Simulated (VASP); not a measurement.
# SnO (P6_3mc) in VASP: a series of runs

The runs below take SnO through single point, with PBE.

All numbers are computed with VASP 6.6.1; they aren't measurements. Logs are shortened: lines on timing, memory, paths and dates and some standing lists are left out, and cuts for length are marked.

## Step 1: The cell of the first run

The structure is hexagonal, space group P6_3mc (No. 186). Conventional cell: a = 3.360 Å, b = 3.360 Å, c = 9.216 Å, α = 90.00°, β = 90.00°, γ = 120.00°. Sn (site symmetry 3m) has 3 O at 2.20 Å within 2.9 Å. Within 2.9 Å of O (site symmetry 3m) lie 3 Sn at 2.20 Å.

## Step 2: Single point, PBE

File INCAR:

```
SYSTEM = SnO
PREC = Accurate
ENCUT = 520
EDIFF = 1E-6
ISMEAR = 0
SIGMA = 0.02
LREAL = .FALSE.
LASPH = .TRUE.
NELM = 100
ALGO = Normal
ISIF = 2
LWAVE = .FALSE.
LCHARG = .TRUE.
GGA = PE
LELF = .TRUE.
LVHAR = .TRUE.
NBANDS = 28
```

File KPOINTS:

```
regular mesh
0
G
  9 9 4
  0 0 0
```

File POSCAR:

```
SnO
1.0
    3.3603838983      0.0000000000      0.0000000000
   -1.6801919491      2.9101778224      0.0000000000
    0.0000000000      0.0000000000      9.2160481631
Sn O
2 2
Direct
    0.3333333333      0.6666666667      0.3801329628
    0.6666666667      0.3333333333      0.8801329628
    0.3333333333      0.6666666667      0.9930019672
    0.6666666667      0.3333333333      0.4930019672
```

Potentials or basis: VASP PAW PBE potentials, release 64 (Sn_d, O).

Run with:

```console
> cat potpaw_PBE.64/Sn_d/POTCAR potpaw_PBE.64/O/POTCAR > POTCAR
> mpirun -np 1 vasp_std > vasp.out
```

OUTCAR:

```text
SYSTEM = SnO
   PREC = Accurate
   ENCUT = 520
   EDIFF = 1E-6
   ISMEAR = 0
   LREAL = .FALSE.
   LASPH = .TRUE.
   NELM = 100
   ISIF = 2
   GGA = PE

 ion  position               nearest neighbor table
   1  0.333  0.667  0.380-   4 2.20   4 2.20   4 2.20
   2  0.667  0.333  0.880-   3 2.20   3 2.20   3 2.20
   3  0.333  0.667  0.993-   2 2.20   2 2.20   2 2.20
   4  0.667  0.333  0.493-   1 2.20   1 2.20   1 2.20

  LATTYP: Found a hexagonal cell.
 ALAT       =     3.3603838983
 C/A-ratio  =     2.7425581249

  Lattice vectors:

 A1 = (   3.3603838983,   0.0000000000,   0.0000000000)
 A2 = (  -1.6801919491,   2.9101778224,   0.0000000000)
 A3 = (   0.0000000000,   0.0000000000,   9.2160481631)

Analysis of symmetry for initial positions (statically):
=====================================================================
 Subroutine PRICEL returns:
 Original cell was already a primitive cell.

 Routine SETGRP: Setting up the symmetry group for a
 hexagonal supercell.

 Subroutine GETGRP returns: Found 12 space group operations
 (whereof  6 operations were pure point group operations)
 out of a pool of 24 trial point group operations.

The static configuration has the point symmetry C_3v.
 The point group associated with its full space group is C_6v.

Analysis of symmetry for dynamics (positions and initial velocities):
=====================================================================
 Subroutine PRICEL returns:
 Original cell was already a primitive cell.

 Routine SETGRP: Setting up the symmetry group for a
 hexagonal supercell.

 Subroutine GETGRP returns: Found 12 space group operations
 (whereof  6 operations were pure point group operations)
 out of a pool of 24 trial point group operations.

The dynamic configuration has the point symmetry C_3v.
 The point group associated with its full space group is C_6v.

 Subroutine INISYM returns: Found 12 space group operations
 (whereof  6 operations are pure point group operations),
 and found     1 'primitive' translations

----------------------------------------------------------------------------------------

                                     Primitive cell

  volume of cell :      90.1266

  direct lattice vectors                    reciprocal lattice vectors
     3.360383898  0.000000000  0.000000000     0.297585047  0.171810807  0.000000000
[... 84 lines left out ...]
   ISPIN  =      1    spin polarized calculation?
   LNONCOLLINEAR =      F non collinear calculations
   LSORBIT =      F    spin-orbit coupling
   LASPH  =      T    aspherical Exc in radial PAW
   ENCUT  =  520.0 eV  38.22 Ry    6.18 a.u.   6.25  6.25 17.14*2*pi/ulx,y,z
   NELM   =    100;   NELMIN=  2; NELMDL= -5     # of ELM steps
   EDIFF  = 0.1E-05   stopping-criterion for ELM
   LREAL  =      F    real-space projection
   EDIFFG = 0.1E-04   stopping-criterion for IOM
   NSW    =      0    number of steps for IOM
   IBRION =     -1    ionic relax: 0-MD 1-quasi-New 2-CG
   NFREE  =      0    steps in history (QN), initial steepest desc. (CG)
   ISIF   =      2    stress and relaxation
   ISYM   =      2    0-nonsym 1-usesym 2-fastsym
   POTIM  = 0.5000    time-step for ionic-motion
   TEBEG  =    0.0;   TEEND  =   0.0 temperature during run
   PSTRESS=    0.0 pullay stress
   NELECT =      40.0000    total number of electrons
   NUPDOWN=      -1.0000    fix difference up-down
   EMIN   =  10.00;   EMAX   =-10.00  energy-range for DOS
   EFERMI =   0.00;   METHOD = LEGACY
   ISMEAR =     0;   SIGMA  =   0.02  broadening in eV -4-tet -1-fermi 0-gaus
   EFERMI_NEDOS =   21; number of points for ismear=-14 and -15
   IALGO  =     38    algorithm
   IMIX   =      4    mixing-type and parameters
     AMIX     =   0.40;   BMIX     =  1.00
     AMIX_MAG =   1.60;   BMIX_MAG =  1.00
  volume/ion in A,a.u.               =      22.53       152.05
  Fermi-wavevector in a.u.,A,eV,Ry     =   1.248755  2.359804 21.216763  1.559388
  Thomas-Fermi vector in A             =   2.382827
   LORBIT       =      0    0 simple, 1 ext, 2 COOP (PROOUT), +10 PAW based schemes
   GGA     = PE    functional components
   LHFCALC =     F    Hartree Fock is set to
   AEXX    =    0.0000 exact exchange contribution
   IVDW    =     0    specifies the selected vdW correction
   LEPSILON=     F    determine dielectric tensor
   LRPA    =     F    only Hartree local field effects (RPA)
 non-spin polarized calculation
 Gauss-broadening in eV      SIGMA  =   0.02
  energy-cutoff  :      520.00
  volume of cell :       90.13
 maximum number of plane-waves:      2458
 NGX is ok and might be reduce to    28
   NGX = 13   NGY = 13   NGZ = 35

 number of electron      40.0000003 magnetization

 Free energy of the ion-electron system (eV)
  ---------------------------------------------------
  ext. energy  EPLUGINS =         0.00000000
  ---------------------------------------------------
  free energy    TOTEN  =       -21.46832422 eV

  energy without entropy =      -21.46832422  energy(sigma->0) =      -21.46832422

 E-fermi :   3.6410     XC(G=0):  -8.8066

 val. band max:        3.4849078004   @ k =   0.3333   0.3333   0.0000
 cond. band min:       4.9448920786   @ k =   0.0000   0.0000   0.0000
 fundamental gap:      1.4599842782
 Fermi energy:         3.6410293112

 k-point     1 :       0.0000    0.0000    0.0000
  band No.  band energies     occupation
      1     -17.2860      2.00000
      2     -17.2860      2.00000
      3     -17.2859      2.00000
      4     -17.2859      2.00000
      5     -17.2783      2.00000
      6     -17.2758      2.00000
[... 733 lines left out ...]
     27      12.2736      0.00000
     28      13.1010      0.00000

 [... further k-points ...]
[... 5 lines left out ...]
  --------------------------------------------------------------------------------------
  -------------------------------------------------------------------------------------
  Total        0.1194367      0.1194367      0.0467400      0.0000000     -0.0000000      0.0000000
  in kB        2.1232211      2.1232211      0.8308950      0.0000000     -0.0000000      0.0000000
  external PRESSURE =       1.6924457 kB  Pullay stress =       0.0000000 kB

 VOLUME and BASIS-vectors are now :
 -----------------------------------------------------------------------------
  energy-cutoff  :      520.00
  volume of cell :       90.13
      direct lattice vectors                 reciprocal lattice vectors
     3.360383898  0.000000000  0.000000000     0.297585047  0.171810807  0.000000000
    -1.680191949  2.910177822  0.000000000     0.000000000  0.343621614  0.000000000
     0.000000000  0.000000000  9.216048163     0.000000000  0.000000000  0.108506377

 POSITION                                       TOTAL-FORCE (eV/Angst)
 -----------------------------------------------------------------------------------
     -0.00000      1.94012      3.50332        -0.000000      0.000000     -0.058045
      1.68019      0.97006      8.11135         0.000000     -0.000000     -0.058045
     -0.00000      1.94012      9.15155         0.000000     -0.000000      0.058045
      1.68019      0.97006      4.54353        -0.000000      0.000000      0.058045
 -----------------------------------------------------------------------------------
    total drift:                                0.000000     -0.000000     -0.001913

  FREE ENERGIE OF THE ION-ELECTRON SYSTEM (eV)
  ---------------------------------------------------
  free  energy   TOTEN  =       -21.4683242169 eV

  energy  without entropy=      -21.4683242169  energy(sigma->0) =      -21.46832422
```

OSZICAR:

```text
N       E                     dE             d eps       ncg     rms          rms(c)
DAV:   1     0.440940529272E+03    0.44094E+03   -0.20158E+04  2064   0.201E+03
DAV:   2     0.473086933195E+02   -0.39363E+03   -0.37819E+03  2108   0.526E+02
DAV:   3    -0.217604263040E+02   -0.69069E+02   -0.67793E+02  2336   0.189E+02
DAV:   4    -0.254391400108E+02   -0.36787E+01   -0.36571E+01  2348   0.473E+01
DAV:   5    -0.255275336550E+02   -0.88394E-01   -0.88381E-01  2164   0.790E+00    0.120E+01
DAV:   6    -0.217445168822E+02    0.37830E+01   -0.19919E+01  3088   0.513E+01    0.651E+00
DAV:   7    -0.214959401891E+02    0.24858E+00   -0.28900E+00  2196   0.105E+01    0.269E+00
DAV:   8    -0.214733744060E+02    0.22566E-01   -0.41972E-01  2288   0.396E+00    0.945E-01
DAV:   9    -0.214667436963E+02    0.66307E-02   -0.40443E-02  2944   0.191E+00    0.326E-01
DAV:  10    -0.214693641174E+02   -0.26204E-02   -0.12717E-02  2544   0.103E+00    0.246E-01
DAV:  11    -0.214682784839E+02    0.10856E-02   -0.55098E-03  3140   0.646E-01    0.412E-02
DAV:  12    -0.214683141450E+02   -0.35661E-04   -0.60562E-04  2064   0.172E-01    0.316E-02
DAV:  13    -0.214683237515E+02   -0.96066E-05   -0.91081E-05  2684   0.746E-02    0.708E-03
DAV:  14    -0.214683242169E+02   -0.46535E-06   -0.84718E-06  2508   0.271E-02
   1 F= -.21468324E+02 E0= -.21468324E+02  d E =-.781581E-30
```

It took 61 s on 1 thread of Intel Xeon Platinum 8488C (Sapphire Rapids), shared host; peak memory 0.25 GiB.

What came out:

| Quantity | Value |
| --- | --- |
| Free energy | -21.4683 eV |
| Pressure | 0.2 GPa |
| Largest force | 0.058 eV/Å |
| Band gap on the k mesh | 1.46 eV, indirect (least direct gap 1.85 eV) |

Forces in eV/Å, atoms in the order of the input:
```
Sn   0.000  0.000 -0.058
Sn   0.000  0.000 -0.058
O    0.000  0.000  0.058
O    0.000  0.000  0.058
```

Stress tensor (GPa, compression positive):
```
0.21 0.00 0.00
0.00 0.21 0.00
0.00 0.00 0.08
```

Levels at points of the mesh, in eV from the valence-band top:
```tsv
k point	band 16	band 17	band 18	band 19	band 20	band 21	band 22	band 23	band 24	band 25
(0.00, 0.00, 0.00)	-2.41	-2.39	-2.39	-1.90	-0.84	1.46	2.72	7.67	8.29	8.29
(0.00, 0.00, 0.50)	-2.40	-2.40	-2.40	-1.41	-1.41	2.11	2.11	8.34	8.34	8.34
```

Caveat: spin-orbit coupling is left out, which moves the levels of the heavy elements.

## Step 3: Single point, PBE

File INCAR:

```
SYSTEM = SnO
PREC     = Accurate       ! precision mode
ENCUT    = 910            ! plane-wave cutoff, eV
EDIFF    = 1E-6           ! SCF threshold, eV
ISMEAR   = 0              ! smearing method
SIGMA    = 0.02           ! smearing width, eV
LREAL    = .FALSE.        ! projectors in reciprocal space
LASPH    = .TRUE.         ! aspherical terms in the spheres
NELM     = 120            ! most SCF steps
ALGO     = Normal         ! electronic algorithm
ISIF     = 2              ! what is computed and relaxed
LWAVE    = .FALSE.        ! write WAVECAR
LCHARG   = .TRUE.         ! write CHGCAR
GGA      = PE             ! functional
LELF     = .TRUE.         ! ELF
LVHAR    = .TRUE.       
NBANDS   = 28             ! bands
GGA_COMPAT= .FALSE.
```

File KPOINTS:

```
Automatic mesh
0
G
  9 9 4
  0 0 0
```

POSCAR is that of step 2.

Potentials or basis: VASP PAW PBE potentials, release 64 (Sn_d, O_h).

Run with:

```console
> cat potpaw_PBE.64/Sn_d/POTCAR potpaw_PBE.64/O_h/POTCAR > POTCAR
> mpirun -np 1 vasp_std > vasp.out
```

Run time: 4.1 min. Hardware: 1 thread of Intel Xeon Platinum 8375C at 2.90GHz (Ice Lake), shared host; peak memory 0.44 GiB.

It converged, with:

- Free energy: -21.4902 eV
- Pressure: 0.0 GPa
- Largest force: 0.054 eV/Å
- Band gap on the k mesh: 1.45 eV, indirect (least direct gap 1.85 eV)

Forces on the atoms (eV/Å):
```
Sn   0.000  0.000 -0.054
Sn   0.000  0.000 -0.054
O    0.000  0.000  0.054
O    0.000  0.000  0.054
```

Levels at points of the mesh, in eV from the valence-band top:
| k point | band 16 | band 17 | band 18 | band 19 | band 20 | band 21 | band 22 | band 23 | band 24 | band 25 |
| --- | --- | --- | --- | --- | --- | --- | --- | --- | --- | --- |
| (0.00, 0.00, 0.00) | -2.41 | -2.39 | -2.39 | -1.90 | -0.83 | 1.45 | 2.73 | 7.67 | 8.30 | 8.30 |
| (0.00, 0.00, 0.50) | -2.40 | -2.40 | -2.40 | -1.41 | -1.41 | 2.10 | 2.10 | 8.34 | 8.34 | 8.34 |

Caveat: the cutoff is under 1.25 times the usual one of these potentials, so pressure, stress and relaxed cells hold a basis-set (Pulay) error; spin-orbit coupling is left out, which moves the levels of the heavy elements.

(Continued in part 2 of 2.)
